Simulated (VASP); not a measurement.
Runs of VASP 6.6.1 on SiTe2. The structure is that of space group P-3m1 (No. 164), or close to it. The cells are those of the table. 

| task | cell | cutoff (eV) | gap on the mesh (eV) | pressure (GPa) | largest force (eV/Å) |
| --- | --- | --- | --- | --- | --- |
| single point | a = 3.726, b = 3.726, c = 6.560 Å, angles 90.0, 90.0, 120.0°, 3 atoms | 520 | none | (b) | 0.04 |
| relaxation of cell and atoms | relaxed to 45 GPa from a = 4.000, b = 4.000, c = 6.400 Å, angles 90.0, 90.0, 120.0°, 3 atoms | 600 | none | 45.0 | 0.02 |
| relaxation of cell and atoms | relaxed to 15 GPa from a = 4.000, b = 4.000, c = 6.400 Å, angles 90.0, 90.0, 120.0°, 3 atoms | 600 | none | 15.0 | 0.01 |
| single point | a = 3.327, b = 3.327, c = 5.497 Å, angles 90.0, 90.0, 120.0°, 3 atoms | 520 | none | 45.8 | 0.06 |
| single point | a = 3.421, b = 3.421, c = 5.584 Å, angles 90.0, 90.0, 120.0°, 3 atoms | 520 | none | 30.6 | 0.06 |
| single point | a = 3.583, b = 3.583, c = 5.673 Å, angles 90.0, 90.0, 120.0°, 3 atoms | 520 | none | (a) | 0.05 |
| relaxation of cell and atoms | relaxed from a = 4.000, b = 4.000, c = 6.400 Å, angles 90.0, 90.0, 120.0°, 3 atoms | 600 | none | -0.2 | 0.01 |
| relaxation of cell and atoms | relaxed to 30 GPa from a = 4.000, b = 4.000, c = 6.400 Å, angles 90.0, 90.0, 120.0°, 3 atoms | 600 | none | 30.1 | - |

Alike in all rows: level LDA; potentials or basis VASP PAW LDA potentials, release 64 (Si, Te); no spin polarisation; k mesh 5 × 5 × 3; smearing fermi-dirac 0.02 eV.

**Question.** Estimate the missing entries.

**Answer.** (a) 15.4; (b) 0.2.

Caveats: all runs use coarse meshes; spin-orbit coupling is left out, which moves the levels of the heavy elements; the cell is relaxed towards a set pressure, so the enthalpy falls and the energy may rise (some runs).

A k mesh can miss the band edges, and the runs leave out spin-orbit coupling on Te.

A gap of «none» marks levels without a gap at the run's occupations.
